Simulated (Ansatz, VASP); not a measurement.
# Two plane-wave programs on Ag

```
Ag
1.0
     2.86746    0.00000    0.00000
    -1.43373    2.48330    0.00000
     0.00000    0.00000    9.36508
Ag
4
Direct
  0.00000 0.00000 0.00000
  0.00000 0.00000 0.50000
  0.33333 0.66667 0.25000
  0.66667 0.33333 0.75000
```

Alike in both runs: functional PBEsol; k mesh 18 × 18 × 6; occupations gaussian, width 0.1 eV; no spin polarisation.

Ansatz relaxed the structure, and its values are those at the end. VASP's run is a single point on that final structure, the one shown.

```csv
,VASP,Ansatz
version,VASP 6.6.1,Ansatz 0.2.0
potentials or method,"VASP PAW PBE potentials, release 64 (Ag), cutoff 520 eV","scalar-relativistic, plane waves, PAW"
valence electrons in the cell,44,76
```

|  | VASP | Ansatz | Ansatz less VASP |
| --- | --- | --- | --- |
| gap on the k mesh at the Fermi level (eV) | none | none | - |
| pressure (GPa) | -0.3 | 0.0 | +0.28 |

VASP's potentials were made for PBE, not for PBEsol. A gap of «none» marks a metal or a gap that the smearing closes. With one functional, cell and mesh, what is left measures potentials, basis and numerics. VASP's potentials hold 44 valence electrons a cell and Ansatz's 76, so a difference there can come from the potentials and not from the codes.
